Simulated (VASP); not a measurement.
Wanted: the native input for a VASP 6.6.1 run.

| Quantity | Value |
| --- | --- |
| Task | single point |
| Functional | r2SCAN |
| Potentials or basis | VASP PAW PBE potentials, release 64 (Ti_sv, O) |
| Cutoff | 660 eV |
| k mesh | 18 × 18 × 10 |
| Occupations | fermi-dirac, width 0.2 eV |
| Spin | no spin polarisation |
| Dipole correction | no |
| Further INCAR settings | ALGO = Normal; EDIFF = 1e-06; NBANDS = 22 |

The system is Ti2O.

```
Ti O
1.0
     2.91940    0.00000    0.00000
    -1.45970    2.52827    0.00000
     0.00000    0.00000    4.71300
Ti O
2 1
Direct
  0.66667 0.33333 0.27874
  0.33333 0.66667 0.72126
  0.00000 0.00000 0.00000
```

One way to write it, as run:

POSCAR

```
Ti2O
1.0
    2.9193980238      0.0000000000      0.0000000000
   -1.4596990119      2.5282728524      0.0000000000
    0.0000000000      0.0000000000      4.7130000000
Ti O
2 1
Direct
    0.6666666667      0.3333333333      0.2787400000
    0.3333333333      0.6666666667      0.7212600000
    0.0000000000      0.0000000000      0.0000000000
```

INCAR.step1

```
ALGO = Normal
EDIFF = 1E-5
ENCUT = 660
GGA = PE
GGA_COMPAT = False
ISMEAR = -1
LASPH = True
LCHARG = False
LREAL = False
LWAVE = True
NBANDS = 22
NELM = 120
PREC = Accurate
SIGMA = 0.2
```

INCAR.step2

```
ALGO = Normal
EDIFF = 1E-6
ENCUT = 660
GGA_COMPAT = False
ISIF = 2
ISMEAR = -1
ISTART = 1
LASPH = True
LCHARG = False
LMIXTAU = True
LREAL = False
LWAVE = False
METAGGA = R2SCAN
NBANDS = 22
NELM = 120
PREC = Accurate
SIGMA = 0.2
```

KPOINTS

```
k-points
0
Gamma
  18 18 10
```

Potentials or basis: VASP PAW PBE potentials, release 64 (Ti_sv, O).

The run is started by

```bash
$ cat potpaw_PBE.64/Ti_sv/POTCAR potpaw_PBE.64/O/POTCAR > POTCAR
$ cp INCAR.step1 INCAR
$ mpirun -np 1 vasp_std > vasp.out
$ cp INCAR.step2 INCAR
$ mpirun -np 1 vasp_std > vasp.out
```

Results of the run:

```json
{
  "Pressure": "10.3 GPa",
  "Largest force": "1.072 eV/Å",
  "Band gap on the k mesh": "zero (bands 15 and 16 overlap by 0.96 eV)"
}
```

Caveat: the cell stands under pressure; the PAW data sets were made with another functional, which shifts forces and pressure a little.

It took 27 min on 1 thread of AMD EPYC 7R43 64-Core Processor (Zen 3), on a shared host, peak memory 0.38 GiB.
